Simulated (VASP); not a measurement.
FeNi, 2 atoms in the cell. It takes space group P4/mmm (No. 123, tetragonal). Conventional cell: a = 2.518 Å, b = 2.518 Å, c = 3.465 Å, α = 90.00°, β = 90.00°, γ = 90.00°. Fe (site symmetry 4/mmm) has 8 Ni at 2.48 Å and 4 Fe at 2.52 Å within 3.3 Å. Ni (site symmetry 4/mmm) has 8 Fe at 2.48 Å and 4 Ni at 2.52 Å within 3.3 Å.  This cell differs from its parent crystal: biaxial strain in the a-b plane: +2.0 %, then relaxed in part.

```yaml
Program: VASP 6.6.1
Task: single point
Functional: PBEsol
Potentials_or_basis: VASP PAW PBE potentials, release 64 (Fe, Ni)
Cutoff: 520 eV
k_mesh: 16 × 16 × 12
Occupations: gaussian, width 0.1 eV
Spin: collinear spin, ferromagnetic start
Starting_moments: "[2.79, 0.75] μB"
Dipole_correction: no
Further_INCAR_settings: ALGO = Normal; EDIFF = 1e-06; NBANDS = 20
```

Potentials or basis: VASP PAW PBE potentials, release 64 (Fe, Ni).

The run is started by

```console
$ cat potpaw_PBE.64/Fe/POTCAR potpaw_PBE.64/Ni/POTCAR > POTCAR
$ mpirun -np 1 vasp_std > vasp.out
```

Hardware: 1 thread of Intel(R) Xeon(R) Platinum 8259CL CPU @ 2.50GHz (Skylake/Cascade Lake), on a shared host.

Question: How long does it take, and how much memory?

Answer: Run time: 4.9 min on 1 thread of Intel(R) Xeon(R) Platinum 8259CL CPU @ 2.50GHz (Skylake/Cascade Lake), on a shared host, peak memory 0.32 GiB. Counts: scf iterations 15, k points 315.
